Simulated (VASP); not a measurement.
Crystal: ZnReH.

```
Zn Re H
1.0
     2.42240    0.00000    0.00000
     0.00000    2.42240    0.00000
     0.00000    0.00000    4.84815
Zn Re H
1 1 1
Direct
  0.00000 0.00000 0.00000
  0.50000 0.50000 0.50000
  0.00000 0.00000 0.50000
```

The cell was generated, and may not be a known phase.

| Quantity | Value |
| --- | --- |
| Program | VASP 6.6.1 |
| Task | relaxation of cell and atoms |
| Functional | PBE |
| Potentials or basis | VASP PAW PBE potentials, release 64 (Zn, Re, H) |
| Cutoff | 600 eV |
| k mesh | 8 × 8 × 4 |
| Occupations | gaussian, width 0.1 eV |
| Spin | no spin polarisation |

At the start: pressure 69.8 GPa; volume 9.48 Å³/atom.

Q: How do energy, volume and symmetry change on relaxing?

A: Over 12 steps the energy falls by 709.7 meV/atom and the volume is 10.82 Å³/atom (+14.1 %); space group P4/mmm (No. 123, to 0.1 Å) before and after.

Step by step:
```tsv
step	energy change (eV)	largest force (eV/Å)	pressure (GPa)	volume (Å³)
1	0.0000	0.0000	69.75	28.45
2	0.0502	0.0000	-30.77	48.02
3	-1.8397	0.0000	-9.36	36.29
4	-1.8480	0.0000	-7.19	35.85
5	-1.8490	0.0000	-6.10	35.64
6	-2.0476	0.0000	-3.92	34.02
7	-2.1204	0.0000	-0.91	32.85
8	-2.0234	0.0000	10.34	30.41
9	-2.1283	0.0000	1.15	32.26
10	-2.1284	0.0000	0.96	32.33
11	-2.1284	0.0000	-1.07	32.62
12	-2.1290	0.0000	-0.08	32.47
```

Final structure:
```xyz
3
Lattice="2.7532 0.0000 0.0000 0.0000 2.7532 0.0000 0.0000 0.0000 4.2836" Properties=species:S:1:pos:R:3 pbc="T T T"
Zn    0.0000    0.0000    0.0000
Re    1.3766    1.3766    2.1418
H     0.0000    0.0000    2.1418
```
